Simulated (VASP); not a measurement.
Wanted: the native input for a VASP 6.6.1 run.

```
Task                   : electric field gradients
Functional             : LDA
Potentials or basis    : VASP PAW LDA potentials, release 64 (Ti_sv)
Cutoff                 : 520 eV
k mesh                 : 14 × 14 × 14
Occupations            : fermi-dirac, width 0.05 eV
Spin                   : no spin polarisation
Dipole correction      : no
Further INCAR settings : ALGO = Normal; EDIFF = 1e-08; NBANDS = 12
```

The structure of Ti lies in POSCAR:

```
Ti
1.0
    0.0000000000      1.9885598007      1.9885598007
    1.9885598007      0.0000000000      1.9885598007
    1.9885598007      1.9885598007      0.0000000000
Ti
1
Direct
    0.0000000000      0.0000000000      0.0000000000
```

This cell differs from its parent crystal: volume scaled by 0.94.

The input as run:

INCAR

```
SYSTEM = Ti
PREC = Accurate ; ENCUT = 520
EDIFF = 1E-8 ; ISMEAR = -1
SIGMA = 0.05 ; LREAL = .FALSE.
LASPH = .TRUE. ; NELM = 60
ALGO = Normal ; ISIF = 2
LWAVE = .FALSE. ; LCHARG = .FALSE.
GGA = CA ; LEFG = .TRUE.
NBANDS = 12
```

KPOINTS

```
Automatic mesh
0
G
  14 14 14
  0 0 0
```

Potentials or basis: VASP PAW LDA potentials, release 64 (Ti_sv).

Command:

```console
$ cat potpaw_LDA.64/Ti_sv/POTCAR > POTCAR
$ mpirun -np 1 vasp_std > vasp.out
```

Results of the run:

```yaml
Pressure: 2.1 GPa
Band_gap_on_the_k_mesh: zero (band 6 reaches 9.98 eV, above the bottom of band 7 at 8.59 eV)
```

Caveat: without QUAD_EFG the Cq values of the log hold for a quadrupole moment of 1 mb, not for the nuclei.

Wall time 12 s on 1 thread of Intel(R) Xeon(R) Platinum 8488C (Sapphire Rapids), with other jobs on the host, peak memory 0.14 GiB.
